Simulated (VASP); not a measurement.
# ZrSiO4 (I4_1/amd) in VASP: relaxation of cell and atoms with LDA

Aim: the relaxation of cell and atoms of ZrSiO4 with LDA.

Everything below comes from runs of VASP 6.6.1. Logs are shortened: lines on timing, memory, paths and dates and some standing lists are left out, and cuts for length are marked.

## 1. The cell of the first run

Symmetry: I4_1/amd, No. 141, tetragonal system. The conventional cell has a = 6.610 Å, b = 6.610 Å, c = 5.986 Å, α = 90.00°, β = 90.00°, γ = 90.00°. Within 2.8 Å of Zr (site symmetry -4m2) lie 8 O at 2.13 to 2.28 Å. Within 2.2 Å of Si (site symmetry -4m2) lie 4 O at 1.62 Å. Within 2.3 Å of O (site symmetry m) lie 1 Si at 1.62 Å and 2 Zr at 2.13 to 2.28 Å.

## 2. Relaxation of cell and atoms, LDA

INCAR reads:

```
ALGO = Normal
EDIFF = 1E-7
EDIFFG = -0.005
ENCUT = 600
GGA = CA
GGA_COMPAT = F
IBRION = 2
ISIF = 3
ISMEAR = 0
LASPH = T
LCHARG = F
LREAL = F
LWAVE = F
NELM = 120
NELMIN = 4
NSW = 100
PREC = Accurate
SIGMA = 0.02
```

KPOINTS reads:

```
k-points
0
Gamma
  6 6 6
```

POSCAR reads:

```
ZrSiO4
1.0
   -3.3051000000      3.3051000000      2.9930000000
    3.3051000000     -3.3051000000      2.9930000000
    3.3051000000      3.3051000000     -2.9930000000
Zr Si O
2 2 8
Direct
    0.7500000000      0.2500000000      0.5000000000
    0.0000000000      0.0000000000      0.0000000000
    0.2500000000      0.7500000000      0.5000000000
    0.5000000000      0.5000000000      0.0000000000
    0.1368000000      0.3211000000      0.8157000000
    0.0711000000      0.7554000000      0.6843000000
    0.5054000000      0.3211000000      0.1843000000
    0.0711000000      0.3868000000      0.3157000000
    0.6132000000      0.9289000000      0.6843000000
    0.6789000000      0.8632000000      0.1843000000
    0.2446000000      0.9289000000      0.3157000000
    0.6789000000      0.4946000000      0.8157000000
```

Potentials or basis: VASP PAW LDA potentials, release 64 (Zr_sv, Si, O).

Started as:

```console
$ cat potpaw_LDA.64/Zr_sv/POTCAR potpaw_LDA.64/Si/POTCAR potpaw_LDA.64/O/POTCAR > POTCAR
$ mpirun -np 1 vasp_std > vasp.out
```

OUTCAR:

```text
EDIFF = 1E-7
   EDIFFG = -0.005
   ENCUT = 600
   GGA = CA
   IBRION = 2
   ISIF = 3
   ISMEAR = 0
   LASPH = T
   LREAL = F
   NELM = 120
   NELMIN = 4
   NSW = 100
   PREC = Accurate

 ion  position               nearest neighbor table
   1  0.750  0.250  0.500-   5 2.13   7 2.13  10 2.13  12 2.13   9 2.28   6 2.28   8 2.28  11 2.28
                             3 2.99   3 2.99   2 3.63   2 3.63   2 3.63   2 3.63
   2  0.000  0.000  0.000-   6 2.13   8 2.13   9 2.13  11 2.13   7 2.28  10 2.28   5 2.28  12 2.28
                             4 2.99   4 2.99   1 3.63   1 3.63   1 3.63   1 3.63
   3  0.250  0.750  0.500-   6 1.62   8 1.62   9 1.62  11 1.62   1 2.99   1 2.99
   4  0.500  0.500  0.000-   5 1.62   7 1.62  10 1.62  12 1.62   2 2.99   2 2.99
   5  0.137  0.321  0.816-   4 1.62   1 2.13   2 2.28
   6  0.071  0.755  0.684-   3 1.62   2 2.13   1 2.28
   7  0.505  0.321  0.184-   4 1.62   1 2.13   2 2.28
   8  0.071  0.387  0.316-   3 1.62   2 2.13   1 2.28
   9  0.613  0.929  0.684-   3 1.62   2 2.13   1 2.28
  10  0.679  0.863  0.184-   4 1.62   1 2.13   2 2.28
  11  0.245  0.929  0.316-   3 1.62   2 2.13   1 2.28
  12  0.679  0.495  0.816-   4 1.62   1 2.13   2 2.28

  LATTYP: Found a body centered tetragonal cell.
 ALAT       =     6.6102000000
 C/A-ratio  =     0.9055701794

  Lattice vectors:

 A1 = (  -3.3051000000,   3.3051000000,   2.9930000000)
 A2 = (   3.3051000000,  -3.3051000000,   2.9930000000)
 A3 = (   3.3051000000,   3.3051000000,  -2.9930000000)

Analysis of symmetry for initial positions (statically):
=====================================================================
 Subroutine PRICEL returns:
 Original cell was already a primitive cell.

 Routine SETGRP: Setting up the symmetry group for a
 body centered tetragonal supercell.

 Subroutine GETGRP returns: Found 16 space group operations
 (whereof  8 operations were pure point group operations)
 out of a pool of 16 trial point group operations.

The static configuration has the point symmetry D_2d.
 The point group associated with its full space group is D_4h.

Analysis of symmetry for dynamics (positions and initial velocities):
=====================================================================
 Subroutine PRICEL returns:
 Original cell was already a primitive cell.

 Routine SETGRP: Setting up the symmetry group for a
 body centered tetragonal supercell.

 Subroutine GETGRP returns: Found 16 space group operations
[... 146 lines left out ...]
  Fermi-wavevector in a.u.,A,eV,Ry     =   1.389716  2.626183 26.277091  1.931312
  Thomas-Fermi vector in A             =   2.513721
   LORBIT       =      0    0 simple, 1 ext, 2 COOP (PROOUT), +10 PAW based schemes
   GGA     = CA    functional components
   LHFCALC =     F    Hartree Fock is set to
   AEXX    =    0.0000 exact exchange contribution
   IVDW    =     0    specifies the selected vdW correction
   LEPSILON=     F    determine dielectric tensor
   LRPA    =     F    only Hartree local field effects (RPA)
 conjugate gradient relaxation of ions
 non-spin polarized calculation
 Gauss-broadening in eV      SIGMA  =   0.02
  energy-cutoff  :      600.00
  volume of cell :      130.78
 maximum number of plane-waves:      4400
 NGX is ok and might be reduce to    48
   NGX = 23   NGY = 23   NGZ = 23

--------------------------------------- Ionic step        1  -------------------------------------------

 number of electron      80.0000001 magnetization

 Free energy of the ion-electron system (eV)
  ---------------------------------------------------
  ext. energy  EPLUGINS =         0.00000000
  ---------------------------------------------------
  free energy    TOTEN  =      -115.49634756 eV

  energy without entropy =     -115.49634756  energy(sigma->0) =     -115.49634756

------------------------ aborting loop because EDIFF is reached ----------------------------------------

  FORCE on cell =-STRESS in cart. coord.  units (eV):
  Direction    XX          YY          ZZ          XY          YZ          ZX
  --------------------------------------------------------------------------------------
  -------------------------------------------------------------------------------------
  Total       -3.6487414     -3.6487414     -3.9258932      0.0000000      0.0000000      0.0000000
  in kB      -44.7010520    -44.7010520    -48.0964635      0.0000000      0.0000000      0.0000000
  external PRESSURE =     -45.8328558 kB  Pullay stress =       0.0000000 kB
[... 119 lines left out ...]
  FREE ENERGIE OF THE ION-ELECTRON SYSTEM (eV)
  ---------------------------------------------------
  free  energy   TOTEN  =      -115.5511803878 eV

  energy  without entropy=     -115.5511803878  energy(sigma->0) =     -115.55118039

[... ionic steps 4 to 10 ...]

--------------------------------------- Ionic step       11  -------------------------------------------

 number of electron      80.0000008 magnetization

------------------------ aborting loop because EDIFF is reached ----------------------------------------
[... 87 lines left out ...]
--------------------------------------- Ionic step       13  -------------------------------------------

 number of electron      80.0000008 magnetization

 Free energy of the ion-electron system (eV)
  ---------------------------------------------------
  ext. energy  EPLUGINS =         0.00000000
  ---------------------------------------------------
  free energy    TOTEN  =      -115.55312379 eV

  energy without entropy =     -115.55312379  energy(sigma->0) =     -115.55312379

 E-fermi :   4.8444     XC(G=0): -11.6491

 val. band max:        4.7152037865   @ k =   0.0000   0.0000   0.0000
 cond. band min:       9.4952982691   @ k =   0.3333   0.1667   0.1667
 fundamental gap:      4.7800944826
 Fermi energy:         4.8443840836

 k-point     1 :       0.0000    0.0000    0.0000
  band No.  band energies     occupation
      1     -42.3207      2.00000
      2     -42.2867      2.00000
      3     -20.8539      2.00000
      4     -20.8539      2.00000
      5     -20.7140      2.00000
      6     -20.6630      2.00000
[... 1213 lines left out ...]
     47      12.0959      0.00000
     48      12.1706      0.00000

 [... further k-points ...]

------------------------ aborting loop because EDIFF is reached ----------------------------------------

  FORCE on cell =-STRESS in cart. coord.  units (eV):
  Direction    XX          YY          ZZ          XY          YZ          ZX
  --------------------------------------------------------------------------------------
  -------------------------------------------------------------------------------------
  Total       -0.0115862     -0.0115862     -0.0060023      0.0000000      0.0000000      0.0000000
  in kB       -0.1450178     -0.1450178     -0.0751280      0.0000000      0.0000000      0.0000000
  external PRESSURE =      -0.1217212 kB  Pullay stress =       0.0000000 kB
[... 27 lines left out ...]
  FREE ENERGIE OF THE ION-ELECTRON SYSTEM (eV)
  ---------------------------------------------------
  free  energy   TOTEN  =      -115.5531237928 eV

  energy  without entropy=     -115.5531237928  energy(sigma->0) =     -115.55312379

 reached required accuracy - stopping structural energy minimisation
```

OSZICAR:

```text
N       E                     dE             d eps       ncg     rms          rms(c)
DAV:   1     0.707263405033E+03    0.70726E+03   -0.48836E+04  2880   0.185E+03
DAV:   2    -0.816228215771E+02   -0.78889E+03   -0.76637E+03  3592   0.438E+02
DAV:   3    -0.131370492848E+03   -0.49748E+02   -0.49546E+02  3848   0.113E+02
DAV:   4    -0.133702368864E+03   -0.23319E+01   -0.23302E+01  4408   0.196E+01
[... 112 lines left out ...]
DAV:   1    -0.115553152298E+03   -0.33468E-04   -0.32431E-03  2912   0.326E-01    0.544E-02
DAV:   2    -0.115553131491E+03    0.20807E-04   -0.10906E-04  3496   0.559E-02    0.256E-02
DAV:   3    -0.115553124310E+03    0.71815E-05   -0.11879E-05  3464   0.220E-02    0.566E-03
DAV:   4    -0.115553123796E+03    0.51415E-06   -0.30800E-06  4264   0.846E-03    0.355E-03
DAV:   5    -0.115553123793E+03    0.29977E-08   -0.23888E-07  2408   0.268E-03
  13 F= -.11555312E+03 E0= -.11555312E+03  d E =-.497886E-05
```

CONTCAR:

```text
ZrSiO4
   1.00000000000000
    -3.2814036137323219    3.2814036137323219    2.9720125456807645
     3.2814036137323219   -3.2814036137323219    2.9720125456807645
     3.2814036137323219    3.2814036137323219   -2.9720125456807645
  Zr              Si              O
     2     2     8
Direct
     0.7500000000000000    0.2500000000000000    0.5000000000000000
     0.0000000000000000    0.0000000000000000    0.0000000000000000
     0.2500000000000000    0.7500000000000000    0.5000000000000000
     0.5000000000000000    0.5000000000000000    0.0000000000000000
     0.1343782279825506    0.3191226925478656    0.8152555354346849
     0.0691226925478655    0.7538671571131804    0.6847444645653151
     0.5038671571131804    0.3191226925478656    0.1847444645653149
     0.0691226925478655    0.3843782279825505    0.3152555354346850
     0.6156217720174494    0.9308773074521344    0.6847444645653151
     0.6808773074521344    0.8656217720174494    0.1847444645653149
     0.2461328428868195    0.9308773074521344    0.3152555354346850
     0.6808773074521344    0.4961328428868195    0.8152555354346849

  0.00000000E+00  0.00000000E+00  0.00000000E+00
  0.00000000E+00  0.00000000E+00  0.00000000E+00
  0.00000000E+00  0.00000000E+00  0.00000000E+00
  0.00000000E+00  0.00000000E+00  0.00000000E+00
  0.00000000E+00  0.00000000E+00  0.00000000E+00
  0.00000000E+00  0.00000000E+00  0.00000000E+00
  0.00000000E+00  0.00000000E+00  0.00000000E+00
  0.00000000E+00  0.00000000E+00  0.00000000E+00
  0.00000000E+00  0.00000000E+00  0.00000000E+00
  0.00000000E+00  0.00000000E+00  0.00000000E+00
  0.00000000E+00  0.00000000E+00  0.00000000E+00
  0.00000000E+00  0.00000000E+00  0.00000000E+00
```

Run time: 53 min. Hardware: 1 thread of Intel Xeon 8259CL, shared host; peak memory 0.39 GiB.

What came out:

* Free energy: -115.5531 eV
* Relaxed volume: 10.67 Å³/atom
* Relaxed cell: a = 5.511 Å, b = 5.511 Å, c = 5.511 Å, α = 106.91°, β = 106.91°, γ = 114.73°
* Space group after relaxing (to 0.1 Å): I4_1/amd (No. 141)
* Energy gained by relaxing: 4.7 meV/atom
* Ionic steps: 13
* Pressure after relaxing: 0.0 GPa
* Band gap on the k mesh: 4.78 eV (least direct gap 5.05 eV)

Step by step:
| step | energy change (eV) | largest force (eV/Å) | pressure (GPa) | volume (Å³) |
| --- | --- | --- | --- | --- |
| 1 | 0.0000 | 0.3490 | -4.58 | 130.78 |
| 2 | 0.0019 | 0.1627 | 5.88 | 124.97 |
| 3 | -0.0548 | 0.1154 | 0.37 | 127.84 |
| 4 | -0.0548 | 0.1102 | 0.48 | 127.79 |
| 5 | -0.0537 | 0.1951 | -0.50 | 128.09 |
| 6 | -0.0561 | 0.0470 | 0.05 | 127.91 |
| 7 | -0.0566 | 0.0210 | -0.05 | 128.00 |
| 8 | -0.0567 | 0.0114 | -0.11 | 128.04 |
| 9 | -0.0567 | 0.0071 | 0.11 | 127.94 |
| 10 | -0.0567 | 0.0070 | 0.07 | 127.96 |
| 11 | -0.0568 | 0.0114 | -0.01 | 128.00 |
| 12 | -0.0568 | 0.0060 | 0.01 | 127.98 |
| 13 | -0.0568 | 0.0015 | -0.01 | 128.01 |

Final structure:
```
CELL_PARAMETERS angstrom
-3.28140 3.28140 2.97201
3.28140 -3.28140 2.97201
3.28140 3.28140 -2.97201
ATOMIC_POSITIONS crystal
Zr 0.75000 0.25000 0.50000
Zr 0.00000 0.00000 0.00000
Si 0.25000 0.75000 0.50000
Si 0.50000 0.50000 0.00000
O 0.13438 0.31912 0.81526
O 0.06912 0.75387 0.68474
O 0.50387 0.31912 0.18474
O 0.06912 0.38438 0.31526
O 0.61562 0.93088 0.68474
O 0.68088 0.86562 0.18474
O 0.24613 0.93088 0.31526
O 0.68088 0.49613 0.81526
```

A k mesh can miss the band edges. Expect the measured gap to be larger: semilocal functionals such as LDA lack the derivative discontinuity.
